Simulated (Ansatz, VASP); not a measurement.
# H4C: VASP beside Ansatz

```
C H
1.0
     7.95811    0.00000    0.00000
     0.00000    7.95811    0.00000
     0.00000    0.00000    7.95811
C H
8 32
Cartesian
  5.7069 5.8004 6.0214
  3.3023 3.9387 0.4205
  8.0326 1.4654 1.0984
  6.4872 1.0839 5.3462
  1.7114 2.5311 5.4622
  1.6725 6.6593 3.5166
  4.5733 3.4736 3.5020
  5.3403 7.1461 1.9636
  6.4263 6.3704 6.6361
  5.4464 4.8559 6.5233
  6.1488 5.5823 5.0335
  4.7984 6.3968 5.8956
  4.2309 4.4813 0.6600
  2.7051 3.8197 1.3411
  3.5502 2.9529 0.0102
  2.7269 4.4986 -0.3323
  7.4722 1.6678 2.0165
  9.0689 1.8004 1.2175
  7.5741 2.0008 0.2599
  8.0174 0.3901 0.8940
  6.8740 2.1120 5.2970
  5.9684 0.9288 6.3039
  7.3203 0.3746 5.2615
  5.7865 0.9204 4.5202
  1.1127 2.9874 6.2644
  1.7184 1.4380 5.5785
  2.7412 2.9102 5.5268
  1.2725 2.7847 4.4877
  2.5553 7.1257 3.9722
  1.1971 5.9856 4.2373
  1.9793 6.0863 2.6326
  0.9615 7.4384 3.2174
  5.0458 3.4016 4.4919
  3.9159 4.3455 3.4840
  3.9796 2.5697 3.3065
  5.3481 3.5749 2.7227
  5.9683 7.1076 2.8585
  4.4479 6.5362 2.1173
  5.8997 6.7611 1.1041
  5.0426 8.1807 1.7675
```

Alike in both runs: functional PBE; dispersion D3(BJ); k mesh 1 × 1 × 1; occupations fermi-dirac, width 0.05 eV; no spin polarisation.

Ansatz relaxed the structure, and its values are those at the end. VASP's run is a single point on that final structure, the one shown.

|  | VASP | Ansatz |
| --- | --- | --- |
| version | VASP 6.6.1 | Ansatz 0.2.0 |
| potentials or method | VASP PAW PBE potentials, release 64 (C, H), cutoff 520 eV | scalar-relativistic, plane waves, PAW |
| valence electrons in the cell | 64 | 64 |

|  | VASP | Ansatz | Ansatz less VASP |
| --- | --- | --- | --- |
| gap on the k mesh at the Fermi level (eV) | 7.23 | 7.23 | +0.002 |
| rms of the force components (eV/Å) | 0.090 | 0.096 | +0.0062 |

Ansatz's warnings: xc potential rough in thin density.
